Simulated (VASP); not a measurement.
Set up this calculation in VASP 6.6.1, as the native input.

```
Task                   : single point
Functional             : PBE
Potentials or basis    : VASP PAW PBE potentials, release 64 (Sr_sv, O)
Cutoff                 : 600 eV
k mesh                 : 6 × 6 × 6
Occupations            : gaussian, width 0.05 eV
Spin                   : no spin polarisation
Dipole correction      : no
Further INCAR settings : ALGO = Normal; EDIFF = 1e-06; NBANDS = 24
```

The structure of SrO lies in POSCAR:

```
SrO
1.0
    4.2754662656      0.0000000000      0.0000000000
   -2.1377331328      3.7026623990      0.0000000000
    0.0000000000      0.0000000000      5.1555949900
Sr O
2 2
Direct
    0.3333333333      0.6666666667      0.9381277000
    0.6666666667      0.3333333333      0.4381277000
    0.3063257401      0.6126514802      0.4368723000
    0.6396590734      0.2793181468      0.9368723000
```

This cell differs from its parent crystal: all O atoms moved -0.200 Å, as atom 3 along Cartesian [0 1 0].

The input as run:

INCAR

```
ALGO = Normal
EDIFF = 1E-6
ENCUT = 600
GGA = PE
GGA_COMPAT = False
ISIF = 2
ISMEAR = 0
LASPH = True
LCHARG = True
LELF = True
LREAL = False
LVHAR = True
LWAVE = False
NBANDS = 24
NELM = 120
PREC = Accurate
SIGMA = 0.05
```

KPOINTS

```
k-points
0
Gamma
  6 6 6
```

Potentials or basis: VASP PAW PBE potentials, release 64 (Sr_sv, O).

The run is started by

```console
$ cat potpaw_PBE.64/Sr_sv/POTCAR potpaw_PBE.64/O/POTCAR > POTCAR
$ mpirun -np 1 vasp_std > vasp.out
```

Results of the run:

```
Pressure               : 2.5 GPa
Largest force          : 1.308 eV/Å
Band gap on the k mesh : 2.67 eV, indirect (least direct gap 2.69 eV)
```

Caveat: the cell differs from its parent crystal (all O atoms moved -0.200 Å, as atom 3 along Cartesian [0 1 0]); forces of over 1 eV/Å act on the atoms, so gaps and moduli don't describe the material at rest.

Run time: 2.1 min on 1 thread of AMD EPYC 7R13 Processor (Zen 3), with other jobs on the host, peak memory 0.27 GiB.
